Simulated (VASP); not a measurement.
Write the native input for VASP 6.6.1 that does the following.

```yaml
Task: single point
Functional: PBE
Potentials_or_basis: VASP PAW PBE potentials, release 64 (W_sv)
Cutoff: 520 eV
k_mesh: 13 × 13 × 13
Occupations: fermi-dirac, width 0.15 eV
Spin: no spin polarisation
Dipole_correction: no
Further_INCAR_settings: ALGO = Normal; EDIFF = 1e-06; NBANDS = 13
```

The structure of W lies in POSCAR:

```
W
1.0
   -1.6133792515      1.6133792515      1.6133792515
    1.6133792515     -1.6133792515      1.6133792515
    1.6133792515      1.6133792515     -1.6133792515
W
1
Direct
    0.0000000000      0.0000000000      0.0000000000
```

The input as run:

INCAR

```
SYSTEM = W
ALGO = Normal ; EDIFF = 1E-6
ENCUT = 520 ; GGA = PE
ISIF = 2 ; ISMEAR = -1
LASPH = .TRUE. ; LCHARG = .FALSE.
LREAL = .FALSE. ; LWAVE = .FALSE.
NBANDS = 13 ; NELM = 100
PREC = Accurate ; SIGMA = 0.15
```

KPOINTS

```
k-points
0
G
  13 13 13
  0 0 0
```

Potentials or basis: VASP PAW PBE potentials, release 64 (W_sv).

Run with:

```sh
$ cat potpaw_PBE.64/W_sv/POTCAR > POTCAR
$ mpirun -np 1 vasp_std > vasp.out
```

Results of the run:

```json
{
 "Pressure": "-11.0 GPa",
 "Band gap on the k mesh": "zero (band 7 reaches 14.79 eV, above the bottom of band 8 at 9.49 eV)"
}
```

Caveat: spin-orbit coupling is left out, which moves the levels of the heavy elements.

Wall time 28 s on 1 thread of AMD EPYC 7R43 64-Core Processor (Zen 3) (shared host), peak memory 0.12 GiB.
